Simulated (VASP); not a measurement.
# Na4AlPS4 (F-43m) in VASP: a series of runs, part 3 of 3

VASP 6.6.1.

### Step 5. Relaxation of cell and atoms, PBE

INCAR reads:

```
ALGO = Normal
EDIFF = 1E-7
EDIFFG = -0.04
ENCUT = 600
GGA = PE
IBRION = 2
ISIF = 3
ISMEAR = 0
LASPH = True
LCHARG = False
LREAL = False
LWAVE = False
NELM = 80
NSW = 90
PREC = Accurate
SIGMA = 0.1
```

KPOINTS reads:

```
k-points
0
Gamma
  4 4 4
```

POSCAR reads:

```
Na4AlPS4
1.0
    0.0000000000      4.3886287900      4.3886287900
    4.3886287900      0.0000000000      4.3886287900
    4.3886287900      4.3886287900      0.0000000000
Na Al P S
4 1 1 4
Direct
    0.3750000000      0.3750000000      0.8750000000
    0.8750000000      0.3750000000      0.3750000000
    0.3750000000      0.3750000000      0.3750000000
    0.3750000000      0.8750000000      0.3750000000
    0.0000000000      0.0000000000      0.0000000000
    0.7500000000      0.7500000000      0.7500000000
    0.8721002100      0.8721002100      0.3836993600
    0.3836993600      0.8721002100      0.8721002100
    0.8721002100      0.8721002100      0.8721002100
    0.8721002100      0.3836993600      0.8721002100
```

Potentials or basis: VASP PAW PBE potentials, release 64 (Na_pv, Al, P, S).

Command:

```
cat potpaw_PBE.64/Na_pv/POTCAR potpaw_PBE.64/Al/POTCAR potpaw_PBE.64/P/POTCAR potpaw_PBE.64/S/POTCAR > POTCAR
mpirun -np 1 vasp_std > vasp.out
```

OUTCAR:

```text
EDIFF = 1E-7
   EDIFFG = -0.04
   ENCUT = 600
   GGA = PE
   IBRION = 2
   ISIF = 3
   ISMEAR = 0
   LASPH = True
   LREAL = False
   NELM = 80
   NSW = 90
   PREC = Accurate

 ion  position               nearest neighbor table
   1  0.375  0.375  0.875-
   2  0.875  0.375  0.375-
   3  0.375  0.375  0.375-
   4  0.375  0.875  0.375-
   5  0.000  0.000  0.000-   7 1.94   8 1.94  10 1.94   9 1.94
   6  0.750  0.750  0.750-   9 1.86   8 1.86   7 1.86  10 1.86
   7  0.872  0.872  0.384-   6 1.86   5 1.94
   8  0.384  0.872  0.872-   6 1.86   5 1.94
   9  0.872  0.872  0.872-   6 1.86   5 1.94
  10  0.872  0.384  0.872-   6 1.86   5 1.94

  LATTYP: Found a face centered cubic cell.
 ALAT       =     8.7772575800

  Lattice vectors:

 A1 = (   0.0000000000,   4.3886287900,   4.3886287900)
 A2 = (   4.3886287900,   0.0000000000,   4.3886287900)
 A3 = (   4.3886287900,   4.3886287900,   0.0000000000)

Analysis of symmetry for initial positions (statically):
=====================================================================
 Subroutine PRICEL returns:
 Original cell was already a primitive cell.

 Routine SETGRP: Setting up the symmetry group for a
 face centered cubic supercell.

 Subroutine GETGRP returns: Found 24 space group operations
 (whereof 24 operations were pure point group operations)
 out of a pool of 48 trial point group operations.

The static configuration has the point symmetry T_d .

Analysis of symmetry for dynamics (positions and initial velocities):
=====================================================================
 Subroutine PRICEL returns:
 Original cell was already a primitive cell.

 Routine SETGRP: Setting up the symmetry group for a
 face centered cubic supercell.

 Subroutine GETGRP returns: Found 24 space group operations
 (whereof 24 operations were pure point group operations)
 out of a pool of 48 trial point group operations.

The dynamic configuration has the point symmetry T_d .

 Subroutine INISYM returns: Found 24 space group operations
 (whereof 24 operations are pure point group operations),
 and found     1 'primitive' translations

----------------------------------------------------------------------------------------

                                     Primitive cell

  volume of cell :     169.0505

  direct lattice vectors                    reciprocal lattice vectors
     0.000000000  4.388628790  4.388628790    -0.113930803  0.113930803  0.113930803
     4.388628790  0.000000000  4.388628790     0.113930803 -0.113930803  0.113930803
     4.388628790  4.388628790  0.000000000     0.113930803  0.113930803 -0.113930803

  length of vectors
     6.206458355  6.206458355  6.206458355     0.197333939  0.197333939  0.197333939

  position of ions in fractional coordinates (direct lattice)
     0.375000000  0.375000000  0.875000000
     0.875000000  0.375000000  0.375000000
     0.375000000  0.375000000  0.375000000
     0.375000000  0.875000000  0.375000000
     0.000000000  0.000000000  0.000000000
     0.750000000  0.750000000  0.750000000
     0.872100210  0.872100210  0.383699360
     0.383699360  0.872100210  0.872100210
     0.872100210  0.872100210  0.872100210
     0.872100210  0.383699360  0.872100210

  ion indices of the primitive-cell ions
   primitive index   ion index
                 1           1
                 2           2
                 3           3
                 4           4
                 5           5
                 6           6
                 7           7
                 8           8
                 9           9
                10          10

----------------------------------------------------------------------------------------

 KPOINTS: k-points

Automatic generation of k-mesh.
 Grid dimensions read from file:
 generate k-points for:    4    4    4

 Generating k-lattice:

  Cartesian coordinates                     Fractional coordinates (reciprocal lattice)
    -0.028482701  0.028482701  0.028482701     0.250000000  0.000000000  0.000000000
     0.028482701 -0.028482701  0.028482701     0.000000000  0.250000000  0.000000000
     0.028482701  0.028482701 -0.028482701     0.000000000  0.000000000  0.250000000

  Length of vectors
     0.049333485  0.049333485  0.049333485

  Shift w.r.t. Gamma in fractional coordinates (k-lattice)
     0.000000000  0.000000000  0.000000000

 Subroutine IBZKPT returns following result:
 ===========================================

 Found      8 irreducible k-points:

 Following reciprocal coordinates:
            Coordinates               Weight
  0.000000  0.000000  0.000000      1.000000
  0.250000  0.000000  0.000000      8.000000
  0.500000  0.000000  0.000000      4.000000
  0.250000  0.250000  0.000000      6.000000
  0.500000  0.250000  0.000000     24.000000
 -0.250000  0.250000  0.000000     12.000000
  0.500000  0.500000  0.000000      3.000000
 -0.250000  0.500000  0.250000      6.000000
   k-points           NKPTS =      8   k-points in BZ     NKDIM =      8   number of bands    NBANDS=     36
   number of dos      NEDOS =    301   number of ions     NIONS =     10
   total plane-waves  NPLWV = 125000
   dimension x,y,z NGX =    50 NGY =   50 NGZ =   50
   dimension x,y,z NGXF=   100 NGYF=  100 NGZF=  100
   ions per type =               4   1   1   4
   NGX,Y,Z   is equivalent  to a cutoff of  13.39, 13.39, 13.39 a.u.
   NGXF,Y,Z  is equivalent  to a cutoff of  26.79, 26.79, 26.79 a.u.
 SYSTEM =  unknown system
   PREC   = accura    normal or accurate (medium, high low for compatibility)
   ISTART =      0    job   : 0-new  1-cont  2-samecut
   ICHARG =      2    charge: 1-file 2-atom 10-const
   ISPIN  =      1    spin polarized calculation?
   LNONCOLLINEAR =      F non collinear calculations
   LSORBIT =      F    spin-orbit coupling
   LASPH  =      T    aspherical Exc in radial PAW
   ENCUT  =  600.0 eV  44.10 Ry    6.64 a.u.  12.40 12.40 12.40*2*pi/ulx,y,z
   NELM   =     80;   NELMIN=  2; NELMDL= -5     # of ELM steps
   EDIFF  = 0.1E-06   stopping-criterion for ELM
   LREAL  =      F    real-space projection
   EDIFFG = -.4E-01   stopping-criterion for IOM
   NSW    =     90    number of steps for IOM
   IBRION =      2    ionic relax: 0-MD 1-quasi-New 2-CG
   NFREE  =      1    steps in history (QN), initial steepest desc. (CG)
   ISIF   =      3    stress and relaxation
   ISYM   =      2    0-nonsym 1-usesym 2-fastsym
   POTIM  = 0.5000    time-step for ionic-motion
   TEBEG  =    0.0;   TEEND  =   0.0 temperature during run
   PSTRESS=    0.0 pullay stress
   NELECT =      60.0000    total number of electrons
   NUPDOWN=      -1.0000    fix difference up-down
   EMIN   =  10.00;   EMAX   =-10.00  energy-range for DOS
   EFERMI =   0.00;   METHOD = LEGACY
   ISMEAR =     0;   SIGMA  =   0.10  broadening in eV -4-tet -1-fermi 0-gaus
   EFERMI_NEDOS =   21; number of points for ismear=-14 and -15
   IALGO  =     38    algorithm
   IMIX   =      4    mixing-type and parameters
     AMIX     =   0.40;   BMIX     =  1.00
     AMIX_MAG =   1.60;   BMIX_MAG =  1.00
  volume/ion in A,a.u.               =      16.91       114.08
  Fermi-wavevector in a.u.,A,eV,Ry     =   1.159097  2.190375 18.279503  1.343506
  Thomas-Fermi vector in A             =   2.295693
   LORBIT       =      0    0 simple, 1 ext, 2 COOP (PROOUT), +10 PAW based schemes
   GGA     = PE    functional components
   LHFCALC =     F    Hartree Fock is set to
   AEXX    =    0.0000 exact exchange contribution
   IVDW    =     0    specifies the selected vdW correction
   LEPSILON=     F    determine dielectric tensor
   LRPA    =     F    only Hartree local field effects (RPA)
 conjugate gradient relaxation of ions
 non-spin polarized calculation
 Gauss-broadening in eV      SIGMA  =   0.10
  energy-cutoff  :      600.00
  volume of cell :      169.05
 maximum number of plane-waves:      5680
 NGX is ok and might be reduce to    50
   NGX = 25   NGY = 25   NGZ = 25

--------------------------------------- Ionic step        1  -------------------------------------------

 number of electron      59.9999977 magnetization

 Free energy of the ion-electron system (eV)
  ---------------------------------------------------
  ext. energy  EPLUGINS =         0.00000000
  ---------------------------------------------------
  free energy    TOTEN  =       -25.31961541 eV

  energy without entropy =      -25.31224054  energy(sigma->0) =      -25.31592797

 E-fermi :   6.8257     XC(G=0):  -9.5520

 val. band max:        6.6552899579   @ k =  -0.2500   0.5000   0.2500
 cond. band min:       6.8342053987   @ k =  -0.2500   0.5000   0.2500
 fundamental gap:      0.1789154409
 Fermi energy:         6.8257223253

 k-point     1 :       0.0000    0.0000    0.0000
  band No.  band energies     occupation
      1     -18.4781      2.00000
      2     -18.4055      2.00000
      3     -18.4055      2.00000
      4     -18.4055      2.00000
      5     -18.3830      2.00000
      6     -18.3830      2.00000
[... 474 lines left out ...]
  energy  without entropy=      -33.9450368533  energy(sigma->0) =      -33.95199938

--------------------------------------- Ionic step        5  -------------------------------------------

 number of electron      59.9999949 magnetization

 Free energy of the ion-electron system (eV)
  ---------------------------------------------------
  ext. energy  EPLUGINS =         0.00000000
  ---------------------------------------------------
  free energy    TOTEN  =       -33.96371532 eV

  energy without entropy =      -33.94986838  energy(sigma->0) =      -33.95679185

 E-fermi :   2.4420     XC(G=0):  -7.5405

 val. band max:        2.3735738713   @ k =   0.5000   0.0000   0.0000
 cond. band min:       2.5210264743   @ k =  -0.2500   0.2500   0.0000
 fundamental gap:      0.1474526030
 Fermi energy:         2.4420128009

 k-point     1 :       0.0000    0.0000    0.0000
  band No.  band energies     occupation
      1     -22.9373      2.00000
      2     -22.9106      2.00000
      3     -22.9106      2.00000
      4     -22.9106      2.00000
      5     -22.8867      2.00000
      6     -22.8867      2.00000
[... 338 lines left out ...]
  FREE ENERGIE OF THE ION-ELECTRON SYSTEM (eV)
  ---------------------------------------------------
  free  energy   TOTEN  =       -33.9637153200 eV

  energy  without entropy=      -33.9498683825  energy(sigma->0) =      -33.95679185

 reached required accuracy - stopping structural energy minimisation
```

Wall time 5 min (1 thread of Oxide Virtual Turin-like, shared host); peak memory 0.36 GiB.

Results:

```
Free energy                            : -33.9637 eV
Relaxed volume                         : 28.19 Å³/atom
Relaxed cell                           : a = 7.360 Å, b = 7.360 Å, c = 7.360 Å, α = 60.00°, β = 60.00°, γ = 60.00°
Space group after relaxing (to 0.05 Å) : F-43m (No. 216)
Energy gained by relaxing              : 864.4 meV/atom
Ionic steps                            : 5
Pressure after relaxing                : 0.1 GPa
Largest force after relaxing           : 0.024 eV/Å
Band gap on the k mesh                 : zero (band 30 reaches 2.54 eV, above the bottom of band 31 at 2.37 eV)
```

Forces in eV/Å, atoms in the order of the input:
```
Na   0.014  0.014 -0.014
Na  -0.014  0.014  0.014
Na  -0.014 -0.014 -0.014
Na   0.014 -0.014  0.014
Al   0.000  0.000  0.000
P    0.000  0.000  0.000
S    0.001  0.001 -0.001
S   -0.001  0.001  0.001
S   -0.001 -0.001 -0.001
S    0.001 -0.001  0.001
```

Step by step:
```
step  energy change (eV)  largest force (eV/Å)  pressure (GPa)  volume (Å³)
   1              0.0000                0.0314           37.13       169.05
   2             -8.6132                0.4250           -0.16       284.16
   3             -8.6135                0.4343            0.13       281.49
   4             -8.6393                0.1746            0.08       281.74
   5             -8.6441                0.0242            0.07       281.90
```

Final structure:
```
Na Al P S
1.0
     0.00000    5.20420    5.20420
     5.20420    0.00000    5.20420
     5.20420    5.20420    0.00000
Na Al P S
4 1 1 4
Direct
  0.37480 0.37480 0.87561
  0.87561 0.37480 0.37480
  0.37480 0.37480 0.37480
  0.37480 0.87561 0.37480
  0.00000 0.00000 0.00000
  0.75000 0.75000 0.75000
  0.87407 0.87407 0.37780
  0.37780 0.87407 0.87407
  0.87407 0.87407 0.87407
  0.87407 0.37780 0.87407
```

Levels at points of the mesh, in eV from the Fermi level:
| k point | band 28 | band 29 | band 30 | band 31 | band 32 | band 33 |
| --- | --- | --- | --- | --- | --- | --- |
| (0.00, 0.00, 0.00) | -1.78 | -1.78 | -1.37 | 0.48 | 0.48 | 0.48 |
| (0.50, 0.00, 0.00) | -1.86 | -1.78 | -0.38 | -0.07 | 1.28 | 1.45 |
| (0.50, 0.50, 0.00) | -2.17 | -0.75 | -0.26 | 0.20 | 0.36 | 1.92 |

Caveat: the volume moved by over 15 % at a fixed basis, so the end points are rough.

### Step 6. Relaxation of cell and atoms, PBE

This run uses another cell than the first one, of 28.09 Å³/atom, 1.662 times its volume.

INCAR reads:

```
PREC = Accurate
ENCUT = 600
EDIFF = 1E-6
ISMEAR = 0
SIGMA = 0.1
LREAL = False
LASPH = True
NELM = 60
ALGO = Normal
ISIF = 3
LWAVE = False
LCHARG = False
GGA = PE
IBRION = 2
NSW = 100
EDIFFG = -0.01
```

KPOINTS reads:

```
regular mesh
0
Gamma
  6 6 6
```

POSCAR reads:

```
Na4AlPS4
1.0
    0.0000000000      5.1981331135      5.1981331135
    5.1981331135      0.0000000000      5.1981331135
    5.1981331135      5.1981331135      0.0000000000
Na Al P S
4 1 1 4
Direct
    0.6266580038      0.6266580038      0.6266580038
    0.6266580038      0.6266580038      0.1200259885
    0.6266580038      0.1200259885      0.6266580038
    0.1200259885      0.6266580038      0.6266580038
    0.0000000000      0.0000000000      0.0000000000
    0.2500000000      0.2500000000      0.2500000000
    0.1258365385      0.1258365385      0.1258365385
    0.1258365385      0.1258365385      0.6224903845
    0.1258365385      0.6224903845      0.1258365385
    0.6224903845      0.1258365385      0.1258365385
```

Potentials or basis: VASP PAW PBE potentials, release 64 (Na_pv, Al, P, S).

Command:

```
cat potpaw_PBE.64/Na_pv/POTCAR potpaw_PBE.64/Al/POTCAR potpaw_PBE.64/P/POTCAR potpaw_PBE.64/S/POTCAR > POTCAR
mpirun -np 1 vasp_std > vasp.out
```

Wall time 7.4 min (1 thread of Oxide Virtual Turin-like, shared host); peak memory 0.61 GiB.

It converged, with:

| Property | Result |
| --- | --- |
| Free energy | -33.9896 eV |
| Relaxed volume | 28.39 Å³/atom |
| Relaxed cell | a = 7.378 Å, b = 7.378 Å, c = 7.378 Å, α = 60.00°, β = 60.00°, γ = 60.00° |
| Space group after relaxing (to 0.05 Å) | F-43m (No. 216) |
| Energy gained by relaxing | 0.3 meV/atom |
| Ionic steps | 3 |
| Pressure after relaxing | 0.0 GPa |
| Largest force after relaxing | 0.010 eV/Å |
| Band gap on the k mesh | zero (band 30 reaches 2.38 eV, above the bottom of band 31 at 2.33 eV) |

Forces in eV/Å, atoms in the order of the input:
```
Na   0.005  0.005  0.005
Na  -0.005 -0.005  0.005
Na  -0.005  0.005 -0.005
Na   0.005 -0.005 -0.005
Al   0.000  0.000  0.000
P    0.000  0.000  0.000
S   -0.001 -0.001 -0.001
S    0.001  0.001 -0.001
S    0.001 -0.001  0.001
S   -0.001  0.001  0.001
```

Step by step:
```
step  energy change (eV)  largest force (eV/Å)  pressure (GPa)  volume (Å³)
   1              0.0000                0.0524            0.29       280.91
   2             -0.0025                0.0149            0.07       282.96
   3             -0.0026                0.0095           -0.05       283.94
```

Final structure:
```xyz
10
Lattice="0.0000 5.2167 5.2167 5.2167 0.0000 5.2167 5.2167 5.2167 0.0000" Properties=species:S:1:pos:R:3 pbc="T T T"
Na    6.5386    6.5386    6.5386
Na    3.8948    3.8948    6.5386
Na    3.8948    6.5386    3.8948
Na    6.5386    3.8948    3.8948
Al    0.0000    0.0000    0.0000
P     2.6084    2.6084    2.6084
S     1.3151    1.3151    1.3151
S     3.9016    3.9016    1.3151
S     3.9016    1.3151    3.9016
S     1.3151    3.9016    3.9016
```

Levels at points of the mesh, in eV from the Fermi level:
| k point | band 27 | band 28 | band 29 | band 30 | band 31 | band 32 | band 33 | band 34 |
| --- | --- | --- | --- | --- | --- | --- | --- | --- |
| (0.00, 0.00, 0.00) | -1.76 | -1.76 | -1.76 | -1.36 | 0.49 | 0.49 | 0.49 | 1.14 |
| (0.50, 0.00, 0.00) | -2.37 | -1.85 | -1.75 | -0.36 | -0.05 | 1.29 | 1.46 | 1.46 |
| (0.50, 0.50, 0.00) | -2.15 | -2.15 | -0.74 | -0.25 | 0.19 | 0.37 | 1.92 | 1.92 |

### Step 7. Summary

```csv
task,cell,k mesh,cutoff (eV),gap on the mesh (eV),pressure (GPa),relaxed volume (Å³/atom),largest force (eV/Å)
single point,"a = 6.206 Å, angles 60.0°, 10 atoms",4 × 4 × 4,520,none,37.1,-,0.03
single point,"a = 7.351 Å, angles 60.0°, 10 atoms",4 × 4 × 4,520,none,0.3,-,0.03
single point,"a = 7.380 Å, angles 60.0°, 10 atoms",6 × 6 × 6,520,none,-0.1,-,0.01
relaxation of cell and atoms,"relaxed from a = 6.206 Å, angles 60.0°, 10 atoms",4 × 4 × 4,600,none,0.1,28.19,0.02
relaxation of cell and atoms,"relaxed from a = 7.351 Å, angles 60.0°, 10 atoms",6 × 6 × 6,600,none,0.0,28.39,0.01
```

Alike in all rows: level PBE; potentials or basis VASP PAW PBE potentials, release 64 (Na_pv, Al, P, S); no spin polarisation; smearing gaussian 0.1 eV.

Caveats: the volume moved by over 15 % at a fixed basis, so the end points are rough (some runs).

Absolute energies hang on the potentials; compare differences alone.
